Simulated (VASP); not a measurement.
Runs of VASP 6.6.1 on BN. The structure is that of space group P6_3mc (No. 186), or close to it. The cells are those of the table. 

```tsv
task	potentials or basis	cell	k mesh	cutoff (eV)	smearing	second run	gap on the mesh (eV)	pressure (GPa)	relaxed volume (Å³/atom)	largest force (eV/Å)
single point	VASP PAW LDA potentials, release 64 (B, N)	a = 2.523, b = 2.523, c = 4.175 Å, angles 90.0, 90.0, 120.0°, 4 atoms	12 × 12 × 6	520	gaussian 0.02 eV	-	4.91	0.9	-	-
relaxation of cell and atoms	VASP PAW LDA potentials, release 64 (B, N)	relaxed from a = 2.554, b = 2.554, c = 4.227 Å, angles 90.0, 90.0, 120.0°, 4 atoms	9 × 9 × 6	600	gaussian 0.1 eV	-	4.93	-0.1	5.77	0.03
single point	VASP PAW LDA potentials, release 64 (B_h, N_h)	a = 2.522, b = 2.522, c = 4.175 Å, angles 90.0, 90.0, 120.0°, 4 atoms	9 × 9 × 6	910	gaussian 0.1 eV	hard_potentials	4.90	(a)	-	-
single point	VASP PAW LDA potentials, release 64 (B, N)	a = 2.523, b = 2.523, c = 4.175 Å, angles 90.0, 90.0, 120.0°, 4 atoms	12 × 12 × 6	520	gaussian 0.05 eV	-	4.91	0.9	-	-
relaxation of cell and atoms	VASP PAW LDA potentials, release 64 (B, N)	relaxed from a = 2.522, b = 2.522, c = 4.175 Å, angles 90.0, 90.0, 120.0°, 4 atoms	12 × 12 × 6	600	gaussian 0.02 eV	-	4.91	0.0	5.77	-
single point	VASP PAW LDA potentials, release 64 (B, N)	a = 2.554, b = 2.554, c = 4.227 Å, angles 90.0, 90.0, 120.0°, 4 atoms	9 × 9 × 4	600	gaussian 0.1 eV	-	4.96	-13.1	-	0.02
single point	VASP PAW LDA potentials, release 64 (B, N)	a = 2.522, b = 2.522, c = 4.175 Å, angles 90.0, 90.0, 120.0°, 4 atoms	9 × 9 × 6	520	gaussian 0.1 eV	-	4.90	(b)	-	-
```

Alike in all rows: level LDA; no spin polarisation.

Problem. Estimate the missing entries.

Solution. (a) 0.7; (b) 1.2.

Caveats: the relaxation stopped at a loose force limit of 0.05 eV/Å, so its end isn't a converged minimum (some runs); the cutoff is under 1.25 times the usual one of these potentials, so pressure, stress and relaxed cells hold a basis-set (Pulay) error (some runs).

A k mesh can miss the band edges.
